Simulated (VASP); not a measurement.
# InP in VASP: settings compared

The runs below take InP through relaxation of the atoms, with LDA, PBEsol.

Everything below comes from runs of VASP 6.6.1. Logs are shortened: lines on timing, memory, paths and dates and some standing lists are left out, and cuts for length are marked.

## (1) The cell of the first run

The cell holds a slab with vacuum, 6 atoms: a = 4.157 Å, b = 4.157 Å, c = 24.636 Å, α = 90.00°, β = 90.00°, γ = 120.00°.

## (2) Relaxation of the atoms, LDA

INCAR

```
PREC = Accurate
ENCUT = 450
EDIFF = 1E-7
ISMEAR = 0
SIGMA = 0.05
LREAL = F
LASPH = T
NELM = 120
ALGO = Normal
ISIF = 2
LWAVE = F
LCHARG = F
LDIPOL = T
IDIPOL = 3
DIPOL = 0.5 0.5 0.500
IBRION = 2
NSW = 90
EDIFFG = -0.03
GGA_COMPAT = F
NELMIN = 4
NELMDL = -8
```

KPOINTS

```
regular mesh
0
Gamma
  9 9 1
```

POSCAR

```
InP
1.0
    4.1565024027      0.0000000000      0.0000000000
   -2.0782512014      3.5996366717      0.0000000000
    0.0000000000      0.0000000000     24.6359825010
P In
3 3
Selective dynamics
Direct
    0.0000000000      0.0000000000      0.3450237879  F F F
    0.3333333333      0.6666666667      0.4827804209  F F F
    0.6666666667      0.3333333333      0.6205370539  T T T
    0.3333333333      0.6666666667      0.3794629461  F F F
    0.6666666667      0.3333333333      0.5172195791  T T T
    0.0000000000      0.0000000000      0.6549762121  T T T
```

Potentials or basis: VASP PAW LDA potentials, release 64 (P, In_d).

Run with:

```bash
> cat potpaw_LDA.64/P/POTCAR potpaw_LDA.64/In_d/POTCAR > POTCAR
> mpirun -np 1 vasp_std > vasp.out
```

OUTCAR:

```text
PREC = Accurate
   ENCUT = 450
   EDIFF = 1E-7
   ISMEAR = 0
   LREAL = F
   LASPH = T
   NELM = 120
   ISIF = 2
   IBRION = 2
   NSW = 90
   EDIFFG = -0.03
   NELMIN = 4
   NELMDL = -8

 ion  position               nearest neighbor table
   1  0.000  0.000  0.345-   4 2.55   4 2.55   4 2.55
   2  0.333  0.667  0.483-   5 2.55   5 2.55   5 2.55   4 2.55
   3  0.667  0.333  0.621-   6 2.55   6 2.55   6 2.55   5 2.55
   4  0.333  0.667  0.379-   1 2.55   1 2.55   1 2.55   2 2.55
   5  0.667  0.333  0.517-   2 2.55   2 2.55   2 2.55   3 2.55
   6  0.000  0.000  0.655-   3 2.55   3 2.55   3 2.55

  LATTYP: Found a hexagonal cell.
 ALAT       =     4.1565024027
 C/A-ratio  =     5.9270944930

  Lattice vectors:

 A1 = (   4.1565024027,   0.0000000000,   0.0000000000)
 A2 = (  -2.0782512014,   3.5996366717,   0.0000000000)
 A3 = (   0.0000000000,   0.0000000000,  24.6359825010)

Analysis of symmetry for initial positions (statically):
=====================================================================
 Subroutine PRICEL returns:
 Original cell was already a primitive cell.

 Routine SETGRP: Setting up the symmetry group for a
 hexagonal supercell.

 Subroutine GETGRP returns: Found  6 space group operations
 (whereof  6 operations were pure point group operations)
 out of a pool of 24 trial point group operations.

The static configuration has the point symmetry C_3v.

Analysis of symmetry for dynamics (positions and initial velocities):
=====================================================================
 Subroutine PRICEL returns:
 Original cell was already a primitive cell.

 Routine SETGRP: Setting up the symmetry group for a
 hexagonal supercell.

 Subroutine GETGRP returns: Found  6 space group operations
 (whereof  6 operations were pure point group operations)
 out of a pool of 24 trial point group operations.

The dynamic configuration has the point symmetry C_3v.

Analysis of constrained symmetry for selective dynamics:
=====================================================================
 Subroutine PRICEL returns:
 Original cell was already a primitive cell.

 Routine SETGRP: Setting up the symmetry group for a
 hexagonal supercell.

 Subroutine GETGRP returns: Found  6 space group operations
 (whereof  6 operations were pure point group operations)
 out of a pool of 24 trial point group operations.

The constrained configuration has the point symmetry C_3v.

 Subroutine INISYM returns: Found  6 space group operations
 (whereof  6 operations are pure point group operations),
 and found     1 'primitive' translations

----------------------------------------------------------------------------------------

                                     Primitive cell

  volume of cell :     368.6011

  direct lattice vectors                    reciprocal lattice vectors
     4.156502403  0.000000000  0.000000000     0.240586893  0.138902908  0.000000000
    -2.078251201  3.599636672  0.000000000     0.000000000  0.277805815  0.000000000
     0.000000000  0.000000000 24.635982501     0.000000000  0.000000000  0.040591034

  length of vectors
     4.156502403  4.156502403 24.635982501     0.277805815  0.277805815  0.040591034

  position of ions in fractional coordinates (direct lattice)
     0.000000000  0.000000000  0.345023788
     0.333333333  0.666666667  0.482780421
     0.666666667  0.333333333  0.620537054
     0.333333333  0.666666667  0.379462946
     0.666666667  0.333333333  0.517219579
     0.000000000  0.000000000  0.654976212

  ion indices of the primitive-cell ions
   primitive index   ion index
                 1           1
                 2           2
                 3           3
                 4           4
                 5           5
                 6           6

[... 23 lines left out ...]

 Found     12 irreducible k-points:

 Following reciprocal coordinates:
            Coordinates               Weight
  0.000000  0.000000  0.000000      1.000000
  0.111111  0.000000  0.000000      6.000000
  0.222222 -0.000000  0.000000      6.000000
  0.333333  0.000000  0.000000      6.000000
  0.444444 -0.000000  0.000000      6.000000
  0.111111  0.111111  0.000000      6.000000
  0.222222  0.111111  0.000000     12.000000
  0.333333  0.111111  0.000000     12.000000
  0.444444  0.111111  0.000000      6.000000
  0.222222  0.222222  0.000000      6.000000
  0.333333  0.222222  0.000000     12.000000
  0.333333  0.333333  0.000000      2.000000
   k-points           NKPTS =     12   k-points in BZ     NKDIM =     12   number of bands    NBANDS=     32
   number of dos      NEDOS =    301   number of ions     NIONS =      6
   total plane-waves  NPLWV = 162000
   dimension x,y,z NGX =    30 NGY =   30 NGZ =  180
   dimension x,y,z NGXF=    60 NGYF=   60 NGZF=  360
   ions per type =               3   3
   NGX,Y,Z   is equivalent  to a cutoff of  12.00, 12.00, 12.15 a.u.
   NGXF,Y,Z  is equivalent  to a cutoff of  24.00, 24.00, 24.29 a.u.
 SYSTEM =  unknown system
   PREC   = accura    normal or accurate (medium, high low for compatibility)
   ISTART =      0    job   : 0-new  1-cont  2-samecut
   ICHARG =      2    charge: 1-file 2-atom 10-const
   ISPIN  =      1    spin polarized calculation?
   LNONCOLLINEAR =      F non collinear calculations
   LSORBIT =      F    spin-orbit coupling
   LASPH  =      T    aspherical Exc in radial PAW
   ENCUT  =  450.0 eV  33.07 Ry    5.75 a.u.   7.19  7.19 42.61*2*pi/ulx,y,z
   NELM   =    120;   NELMIN=  4; NELMDL= -8     # of ELM steps
   EDIFF  = 0.1E-06   stopping-criterion for ELM
   LREAL  =      F    real-space projection
   EDIFFG = -.3E-01   stopping-criterion for IOM
   NSW    =     90    number of steps for IOM
   IBRION =      2    ionic relax: 0-MD 1-quasi-New 2-CG
   NFREE  =      1    steps in history (QN), initial steepest desc. (CG)
   ISIF   =      2    stress and relaxation
   ISYM   =      2    0-nonsym 1-usesym 2-fastsym
   POTIM  = 0.5000    time-step for ionic-motion
   TEBEG  =    0.0;   TEEND  =   0.0 temperature during run
   PSTRESS=    0.0 pullay stress
   NELECT =      54.0000    total number of electrons
   NUPDOWN=      -1.0000    fix difference up-down
   EMIN   =  10.00;   EMAX   =-10.00  energy-range for DOS
   EFERMI =   0.00;   METHOD = LEGACY
   ISMEAR =     0;   SIGMA  =   0.05  broadening in eV -4-tet -1-fermi 0-gaus
   EFERMI_NEDOS =   21; number of points for ismear=-14 and -15
   IALGO  =     38    algorithm
   IMIX   =      4    mixing-type and parameters
     AMIX     =   0.40;   BMIX     =  1.00
     AMIX_MAG =   1.60;   BMIX_MAG =  1.00
  volume/ion in A,a.u.               =      61.43       414.57
  Fermi-wavevector in a.u.,A,eV,Ry     =   0.863019  1.630870 10.133653  0.744802
  Thomas-Fermi vector in A             =   1.980907
   LORBIT       =      0    0 simple, 1 ext, 2 COOP (PROOUT), +10 PAW based schemes
   GGA     = CA    functional components
   LHFCALC =     F    Hartree Fock is set to
   AEXX    =    0.0000 exact exchange contribution
   IVDW    =     0    specifies the selected vdW correction
   LEPSILON=     F    determine dielectric tensor
   LRPA    =     F    only Hartree local field effects (RPA)
 conjugate gradient relaxation of ions
 non-spin polarized calculation
 Gauss-broadening in eV      SIGMA  =   0.05
  energy-cutoff  :      450.00
  volume of cell :      368.60
 maximum number of plane-waves:      8037
 NGX is ok and might be reduce to    30
   NGX = 15   NGY = 15   NGZ = 85

 dipolmoment           0.000000      0.000000      0.038450 electrons x Angstroem

--------------------------------------- Ionic step        1  -------------------------------------------

 number of electron      53.9999997 magnetization

 Free energy of the ion-electron system (eV)
  ---------------------------------------------------
  ext. energy  EPLUGINS =         0.00000000
  ---------------------------------------------------
  free energy    TOTEN  =       -26.68485124 eV

  energy without entropy =      -26.67811417  energy(sigma->0) =      -26.68148271

------------------------ aborting loop because EDIFF is reached ----------------------------------------

  FORCE on cell =-STRESS in cart. coord.  units (eV):
  Direction    XX          YY          ZZ          XY          YZ          ZX
  --------------------------------------------------------------------------------------
  -------------------------------------------------------------------------------------
  Total       -2.6380315     -2.6380315      0.4127305      0.0000000     -0.0000000      0.0000000
  in kB      -11.4665817    -11.4665817      1.7939920      0.0000000     -0.0000000      0.0000000
  external PRESSURE =      -7.0463904 kB  Pullay stress =       0.0000000 kB
[... 101 lines left out ...]
  FREE ENERGIE OF THE ION-ELECTRON SYSTEM (eV)
  ---------------------------------------------------
  free  energy   TOTEN  =       -26.7309384779 eV

  energy  without entropy=      -26.7241684489  energy(sigma->0) =      -26.72755346

[... ionic steps 4 to 7 ...]

--------------------------------------- Ionic step        8  -------------------------------------------

 number of electron      53.9999987 magnetization

------------------------ aborting loop because EDIFF is reached ----------------------------------------
[... 75 lines left out ...]
--------------------------------------- Ionic step       10  -------------------------------------------

 number of electron      54.0000012 magnetization

 dipolmoment           0.000000      0.000000     -0.215969 electrons x Angstroem

 Free energy of the ion-electron system (eV)
  ---------------------------------------------------
  ext. energy  EPLUGINS =         0.00000000
  ---------------------------------------------------
  free energy    TOTEN  =       -26.74049351 eV

  energy without entropy =      -26.73367300  energy(sigma->0) =      -26.73708326

 E-fermi :  -0.5983     XC(G=0):  -4.5046

 val. band max:       -0.6081092214   @ k =   0.4444   0.1111   0.0000
 cond. band min:      -0.5920206411   @ k =   0.1111   0.0000   0.0000
 fundamental gap:      0.0160885803
 Fermi energy:        -0.5982750439

 k-point     1 :       0.0000    0.0000    0.0000
  band No.  band energies     occupation
      1     -16.0302      2.00000
      2     -15.9606      2.00000
      3     -15.9606      2.00000
      4     -15.8377      2.00000
      5     -15.8377      2.00000
      6     -15.5328      2.00000
[... 409 lines left out ...]
     31       3.0301      0.00000
     32       3.4480      0.00000

------------------------ aborting loop because EDIFF is reached ----------------------------------------

 vacuum level on the upper side and lower side of the slab       (xc-potential included)        -1.290         1.216

  FORCE on cell =-STRESS in cart. coord.  units (eV):
  Direction    XX          YY          ZZ          XY          YZ          ZX
  --------------------------------------------------------------------------------------
  -------------------------------------------------------------------------------------
  Total       -1.6283572     -1.6283572      0.6799166      0.0000000     -0.0000000      0.0000000
  in kB       -7.0778875     -7.0778875      2.9553547      0.0000000     -0.0000000      0.0000000
  external PRESSURE =      -3.7334735 kB  Pullay stress =       0.0000000 kB
[... 21 lines left out ...]
  FREE ENERGIE OF THE ION-ELECTRON SYSTEM (eV)
  ---------------------------------------------------
  free  energy   TOTEN  =       -26.7404935096 eV

  energy  without entropy=      -26.7336730046  energy(sigma->0) =      -26.73708326

 reached required accuracy - stopping structural energy minimisation

 vacuum level on the upper side and lower side of the slab         2.889         5.453
```

Wall time 18 min (1 thread of Intel Xeon 6975P-C (Granite Rapids), shared host); peak memory 0.41 GiB.

What came out:

```
Free energy               : -26.7405 eV
Energy gained by relaxing : 9.3 meV/atom
Ionic steps               : 10
Band gap on the k mesh    : zero (bands 27 and 28 overlap by 0.19 eV)
```

The path:
```csv
step,energy change (eV),largest force on free atoms (eV/Å),pressure (GPa)
1,0.0000,0.6529,-0.70
2,-0.0335,0.2869,-0.67
3,-0.0461,0.1198,-0.60
4,-0.0461,0.1250,-0.61
5,-0.0472,0.1095,-0.59
6,-0.0499,0.0734,-0.55
7,-0.0525,0.1045,-0.45
8,-0.0542,0.0559,-0.42
9,-0.0555,0.0341,-0.38
10,-0.0556,0.0117,-0.37
```

Final structure:
```cif
data_structure
_symmetry_space_group_name_H-M 'P 1'
_symmetry_Int_Tables_number 1
_cell_length_a 4.1565
_cell_length_b 4.1565
_cell_length_c 24.6360
_cell_angle_alpha 90.000
_cell_angle_beta 90.000
_cell_angle_gamma 120.000
_cell_volume 368.60
loop_
_atom_site_label
_atom_site_type_symbol
_atom_site_fract_x
_atom_site_fract_y
_atom_site_fract_z
_atom_site_occupancy
P1 P 0.00000 0.00000 0.34502 1
P2 P 0.33333 0.66667 0.48278 1
P3 P 0.66667 0.33333 0.62014 1
In1 In 0.33333 0.66667 0.37946 1
In2 In 0.66667 0.33333 0.51303 1
In3 In 0.00000 0.00000 0.64891 1
```

Levels at points of the mesh, in eV from the Fermi level:
```csv
k point,band 24,band 25,band 26,band 27,band 28,band 29,band 30,band 31
"(0.00, 0.00, 0.00)",-1.16,-1.16,0.06,0.19,0.19,0.59,1.30,1.86
```

Caveat: spin-orbit coupling is left out, which moves the levels of the heavy elements.

## (3) Relaxation of the atoms, PBEsol

INCAR

```
SYSTEM = InP
PREC = Accurate
ENCUT = 520
EDIFF = 1E-6
ISMEAR = 0
SIGMA = 0.05
LREAL = .False.
LASPH = .True.
NELM = 100
ALGO = Normal
ISIF = 2
LWAVE = .False.
LCHARG = .False.
LDIPOL = .True.
IDIPOL = 3
DIPOL = 0.5 0.5 0.500
GGA = PS
IBRION = 2
NSW = 90
EDIFFG = -0.03
```

KPOINTS

```
Automatic mesh
0
Gamma
  9 9 1
  0 0 0
```

POSCAR

```
InP
1.0
    4.1565024029      0.0000000000      0.0000000000
   -2.0782512014      3.5996366718      0.0000000000
    0.0000000000      0.0000000000     24.6359825013
P In
3 3
Selective dynamics
Direct
    0.0000000000      0.0000000000      0.3450237878  F F F
    0.3333333333      0.6666666667      0.4827804209  F F F
    0.6666666667      0.3333333333      0.6205370539  T T T
    0.3333333333      0.6666666667      0.3794629461  F F F
    0.6666666667      0.3333333333      0.5172195791  T T T
    0.0000000000      0.0000000000      0.6549762122  T T T
```

Potentials or basis: VASP PAW PBE potentials, release 64 (P, In_d).

Run with:

```bash
> cat potpaw_PBE.64/P/POTCAR potpaw_PBE.64/In_d/POTCAR > POTCAR
> mpirun -np 1 vasp_std > vasp.out
```

Run time: 12 min. Hardware: 1 thread of Intel Xeon Platinum 8559C (Emerald Rapids), shared host; peak memory 0.56 GiB.

The run converged. Its results:

```yaml
Free_energy: -25.3159 eV
Energy_gained_by_relaxing: 7.1 meV/atom
Ionic_steps: 6
Band_gap_on_the_k_mesh: zero (bands 27 and 28 overlap by 0.20 eV)
```

Step by step:
```tsv
step	energy change (eV)	largest force on free atoms (eV/Å)	pressure (GPa)
1	0.0000	0.6795	-0.07
2	-0.0317	0.3040	-0.05
3	-0.0419	0.0456	0.00
4	-0.0420	0.0498	-0.01
5	-0.0421	0.0396	0.01
6	-0.0424	0.0224	0.03
```

Final structure:
```
P In
1.0
     4.15650    0.00000    0.00000
    -2.07825    3.59964    0.00000
     0.00000    0.00000   24.63598
P In
3 3
Cartesian
  0.0000 0.0000 8.5000
  0.0000 2.3998 11.8938
  2.0783 1.1999 15.3528
  0.0000 2.3998 9.3484
  2.0783 1.1999 12.6822
  0.0000 0.0000 16.0989
```

Levels at points of the mesh, in eV from the Fermi level:
```csv
k point,band 25,band 26,band 27,band 28,band 29,band 30
"(0.00, 0.00, 0.00)",-1.08,0.14,0.19,0.19,0.73,1.38
```

Caveat: the PAW data sets were made with another functional, which shifts forces and pressure a little; spin-orbit coupling is left out, which moves the levels of the heavy elements.
